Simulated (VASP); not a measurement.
Set up this calculation in VASP 6.6.1, as the native input.

```yaml
Task: single point
Functional: PBE
Dispersion: D3(BJ)
Potentials_or_basis: VASP PAW PBE potentials, release 64 (Ni, Mo_sv, Pd, Ir, W_sv)
Cutoff: 520 eV
k_mesh: 8 × 8 × 2
Occupations: fermi-dirac, width 0.05 eV
Spin: collinear spin, ferromagnetic start
Starting_moments: "[1.0, 1.0, 0.0, 0.6, 0.0] μB"
Dipole_correction: no
Further_INCAR_settings: ALGO = Fast; EDIFF = 1e-06; NBANDS = 40
```

The structure of NiMoIrPdW lies in POSCAR:

```
NiMoIrPdW
1.0
    2.7428938435      0.0000000000      0.0000000000
   -1.3714469218      2.3754157484      0.0000000000
    0.0000000000      0.0000000000     11.2231686889
Ni Mo Pd Ir W
1 1 1 1 1
Direct
    0.0000000000      0.0000000000      0.7103150123
    0.6666666667      0.3333333333      0.2952034371
    0.6666666667      0.3333333333      0.8986817343
    0.0000000000      0.0000000000      0.1038536303
    0.6666666667      0.3333333333      0.5296261861
```

One way to write it, as run:

INCAR

```
PREC = Accurate
ENCUT = 520
EDIFF = 1E-6
ISMEAR = -1
SIGMA = 0.05
LREAL = F
LASPH = T
NELM = 150
ALGO = Fast
ISIF = 2
LWAVE = F
LCHARG = F
ISPIN = 2
MAGMOM = 1 1 0 0.6 0
LORBIT = 11
LMAXMIX = 4
GGA = PE
IVDW = 12
NBANDS = 40
```

KPOINTS

```
regular mesh
0
Gamma
  8 8 2
```

Potentials or basis: VASP PAW PBE potentials, release 64 (Ni, Mo_sv, Pd, Ir, W_sv).

Launch:

```sh
$ cat potpaw_PBE.64/Ni/POTCAR potpaw_PBE.64/Mo_sv/POTCAR potpaw_PBE.64/Pd/POTCAR potpaw_PBE.64/Ir/POTCAR potpaw_PBE.64/W_sv/POTCAR > POTCAR
$ mpirun -np 1 vasp_std > vasp.out
```

It gave:

```json
{
  "Pressure": "-1.4 GPa",
  "Largest force": "0.038 eV/Å",
  "Net moment": "0.00 μB per cell",
  "Valence electrons inside the program's atomic spheres": "Ni 9.25; Mo 12.59; Pd 9.53; Ir 8.35; W 12.13",
  "Dispersion energy per atom": "-0.640 eV"
}
```

Caveat: three body term missing; pairwise dispersion overbinds metals, which lowers pressure and volume.

Run time: 5.4 min on 1 thread of Oxide Virtual Turin-like Processor (shared host), peak memory 0.26 GiB.
